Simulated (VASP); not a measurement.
# AlO (P6_3mc) in VASP: notebook, part 2 of 2

VASP 6.6.1. The steps go on from the part before.

**5. Relaxation of cell and atoms, PBE**

This run uses another cell than the first one, of 18.34 Å³/atom.

INCAR reads:

```
SYSTEM = AlO
ALGO = Normal ; EDIFF = 1E-6
EDIFFG = -0.01 ; ENCUT = 600
GGA = PE ; IBRION = 2
ISIF = 3 ; ISMEAR = 0
LASPH = .TRUE. ; LCHARG = .FALSE.
LREAL = .FALSE. ; LWAVE = .FALSE.
NELM = 100 ; NSW = 80
PREC = Accurate ; SIGMA = 0.1
```

KPOINTS reads:

```
k-points
0
G
  18 18 6
  0 0 0
```

POSCAR reads:

```
AlO
1.0
    2.9395956730      0.0000000000      0.0000000000
   -1.4697978365      2.5457645297      0.0000000000
    0.0000000000      0.0000000000      9.8031970946
Al O
2 2
Direct
    0.6666666667      0.3333333333      0.4745080811
    0.3333333333      0.6666666667      0.9745080811
    0.6666666667      0.3333333333      0.9054919189
    0.3333333333      0.6666666667      0.4054919189
```

Potentials or basis: VASP PAW PBE potentials, release 64 (Al, O).

Launch:

```
> cat potpaw_PBE.64/Al/POTCAR potpaw_PBE.64/O/POTCAR > POTCAR
> mpirun -np 1 vasp_std > vasp.out
```

OUTCAR:

```text
SYSTEM = AlO
   EDIFF = 1E-6
   EDIFFG = -0.01
   ENCUT = 600
   GGA = PE
   IBRION = 2
   ISIF = 3
   ISMEAR = 0
   LASPH = .TRUE.
   LREAL = .FALSE.
   NELM = 100
   NSW = 80
   PREC = Accurate

 ion  position               nearest neighbor table
   1  0.667  0.333  0.475-   4 1.83   4 1.83   4 1.83
   2  0.333  0.667  0.975-   3 1.83   3 1.83   3 1.83
   3  0.667  0.333  0.905-   2 1.83   2 1.83   2 1.83
   4  0.333  0.667  0.405-   1 1.83   1 1.83   1 1.83

  LATTYP: Found a hexagonal cell.
 ALAT       =     2.9395956730
 C/A-ratio  =     3.3348794137

  Lattice vectors:

 A1 = (   2.9395956730,   0.0000000000,   0.0000000000)
 A2 = (  -1.4697978365,   2.5457645297,   0.0000000000)
 A3 = (   0.0000000000,   0.0000000000,   9.8031970946)

Analysis of symmetry for initial positions (statically):
=====================================================================
 Subroutine PRICEL returns:
 Original cell was already a primitive cell.

 Routine SETGRP: Setting up the symmetry group for a
 hexagonal supercell.

 Subroutine GETGRP returns: Found 12 space group operations
 (whereof  6 operations were pure point group operations)
 out of a pool of 24 trial point group operations.

The static configuration has the point symmetry C_3v.
 The point group associated with its full space group is C_6v.

Analysis of symmetry for dynamics (positions and initial velocities):
[... 360 lines left out ...]
 Free energy of the ion-electron system (eV)
  ---------------------------------------------------
  ext. energy  EPLUGINS =         0.00000000
  ---------------------------------------------------
  free energy    TOTEN  =       -24.61247144 eV

  energy without entropy =      -24.60815743  energy(sigma->0) =      -24.61031443

 E-fermi :   2.8822     XC(G=0):  -7.7366

 val. band max:        2.8713164858   @ k =   0.3333   0.0556   0.1667
 cond. band min:       2.8852364545   @ k =   0.3333   0.0556   0.0000
 fundamental gap:      0.0139199687
 Fermi energy:         2.8821601518

 k-point     1 :       0.0000    0.0000    0.0000
  band No.  band energies     occupation
      1     -18.6029      2.00000
      2     -18.6005      2.00000
      3      -4.4389      2.00000
      4      -4.2468      2.00000
      5      -2.4531      2.00000
      6      -2.4531      2.00000
      7      -2.4530      2.00000
      8      -2.4530      2.00000
      9       0.3884      2.00000
     10       1.1422      2.00000
     11       5.1655      0.00000
     12       6.7448      0.00000
     13       8.4065      0.00000
[... 354 lines left out ...]
  band No.  band energies     occupation
      1     -17.6660      2.00000
      2     -17.6655      2.00000
      3      -5.9778      2.00000
      4      -5.9720      2.00000
      5      -3.4812      2.00000
      6      -3.4800      2.00000
      7      -2.5369      2.00000
      8      -2.4956      2.00000
      9       3.5883      0.00000
     10       3.6212      0.00000
     11       5.5309      0.00000
     12       5.7397      0.00000
     13       9.3642      0.00000

 [... further k-points ...]

------------------------ aborting loop because EDIFF is reached ----------------------------------------

  FORCE on cell =-STRESS in cart. coord.  units (eV):
  Direction    XX          YY          ZZ          XY          YZ          ZX
  --------------------------------------------------------------------------------------
  -------------------------------------------------------------------------------------
  Total        0.0210793      0.0210793     -0.0066482      0.0000000      0.0000000      0.0000000
  in kB        0.4314726      0.4314726     -0.1360815      0.0000000      0.0000000      0.0000000
  external PRESSURE =       0.2422879 kB  Pullay stress =       0.0000000 kB
[... 19 lines left out ...]
  FREE ENERGIE OF THE ION-ELECTRON SYSTEM (eV)
  ---------------------------------------------------
  free  energy   TOTEN  =       -24.6124714386 eV

  energy  without entropy=      -24.6081574267  energy(sigma->0) =      -24.61031443

 reached required accuracy - stopping structural energy minimisation
```

CONTCAR:

```text
AlO
   1.00000000000000
     2.9373781502173384    0.0000000000000000    0.0000000000000000
    -1.4686890751086692    2.5438440986366802    0.0000000000000000
     0.0000000000000000    0.0000000000000000   10.4752406380092111
  Al              O
     2     2
Direct
     0.6666666667000030    0.3333333332999970    0.4723772857529918
     0.3333333332999970    0.6666666667000030    0.9723772857529916
     0.6666666667000030    0.3333333332999970    0.9076227142470038
     0.3333333332999970    0.6666666667000030    0.4076227142470036

  0.00000000E+00  0.00000000E+00  0.00000000E+00
  0.00000000E+00  0.00000000E+00  0.00000000E+00
  0.00000000E+00  0.00000000E+00  0.00000000E+00
  0.00000000E+00  0.00000000E+00  0.00000000E+00
```

Wall time 7.9 min (1 thread of Intel Xeon 6975P-C (Granite Rapids), shared host); peak memory 0.31 GiB.

What came out:

- Free energy: -24.6125 eV
- Relaxed volume: 19.57 Å³/atom
- Relaxed cell: a = 2.937 Å, b = 2.937 Å, c = 10.475 Å, α = 90.00°, β = 90.00°, γ = 120.00°
- Space group after relaxing (to 0.1 Å): P6_3mc (No. 186)
- Energy gained by relaxing: 0.9 meV/atom
- Ionic steps: 17
- Pressure after relaxing: 0.0 GPa
- Band gap on the k mesh: zero (bands 9 and 10 overlap by 4.34 eV)

Step by step:
```csv
step,energy change (eV),largest force (eV/Å),pressure (GPa),volume (Å³)
1,0.0000,0.0129,0.04,73.36
2,-0.0002,0.0020,0.11,73.41
3,-0.0004,0.0299,0.33,73.56
4,-0.0004,0.0292,0.36,73.59
5,-0.0006,0.0256,0.34,73.68
6,-0.0009,0.0187,0.29,73.87
7,-0.0014,0.0041,0.21,74.25
8,-0.0021,0.0231,0.03,75.01
9,-0.0026,0.0771,-0.27,76.52
10,-0.0026,0.0628,-0.18,76.13
11,-0.0028,0.0525,-0.14,76.36
12,-0.0032,0.0202,0.04,77.04
13,-0.0033,0.0072,0.13,77.33
14,-0.0032,0.0222,0.26,77.90
15,-0.0033,0.0001,0.16,77.45
16,-0.0034,0.0009,0.10,77.80
17,-0.0035,0.0017,0.02,78.27
```

Final structure:
```yaml
crystal:
  lattice:
    - [2.93738, 0.00000, 0.00000]
    - [-1.46869, 2.54384, 0.00000]
    - [0.00000, 0.00000, 10.47524]
  atoms:
    - { symbol: Al, position: [0.66667, 0.33333, 0.47238] }
    - { symbol: Al, position: [0.33333, 0.66667, 0.97238] }
    - { symbol: O, position: [0.66667, 0.33333, 0.90762] }
    - { symbol: O, position: [0.33333, 0.66667, 0.40762] }
```

Levels at points of the mesh, in eV from the Fermi level:
| k point | band 6 | band 7 | band 8 | band 9 | band 10 | band 11 | band 12 | band 13 |
| --- | --- | --- | --- | --- | --- | --- | --- | --- |
| (0.00, 0.00, 0.00) | -5.34 | -5.34 | -5.34 | -2.49 | -1.74 | 2.28 | 3.86 | 5.52 |
| (0.50, 0.00, 0.00) | -6.01 | -5.40 | -5.37 | 0.79 | 0.86 | 2.02 | 2.30 | 6.23 |
| (0.00, 0.00, 0.50) | -5.34 | -5.34 | -5.34 | -2.14 | -2.14 | 2.96 | 2.96 | 6.63 |
| (0.50, 0.00, 0.50) | -6.01 | -5.39 | -5.39 | 0.81 | 0.81 | 2.17 | 2.17 | 6.42 |

**6. The runs side by side**

```tsv
task	cell	k mesh	cutoff (eV)	gap on the mesh (eV)	pressure (GPa)	relaxed volume (Å³/atom)	largest force (eV/Å)
single point	a = 2.937, b = 2.937, c = 10.677 Å, angles 90.0, 90.0, 120.0°, 4 atoms, atomic positions A	18 × 18 × 4	520	none	0.0	-	0.01
single point	a = 2.937, b = 2.937, c = 10.677 Å, angles 90.0, 90.0, 120.0°, 4 atoms, atomic positions A	18 × 18 × 6	520	none	0.0	-	0.01
relaxation of cell and atoms	relaxed from a = 2.937, b = 2.937, c = 10.677 Å, angles 90.0, 90.0, 120.0°, 4 atoms, atomic positions A	18 × 18 × 4	600	none	0.0	19.31	-
relaxation of cell and atoms	relaxed from a = 2.940, b = 2.940, c = 9.803 Å, angles 90.0, 90.0, 120.0°, 4 atoms, atomic positions B	18 × 18 × 6	600	none	0.0	19.57	-
```

Alike in all rows: level PBE; potentials or basis VASP PAW PBE potentials, release 64 (Al, O); no spin polarisation; smearing gaussian 0.1 eV.

Absolute energies hang on the potentials; compare differences alone.

The gap in the log of VASP goes by the Fermi energy; the results here count the filled bands.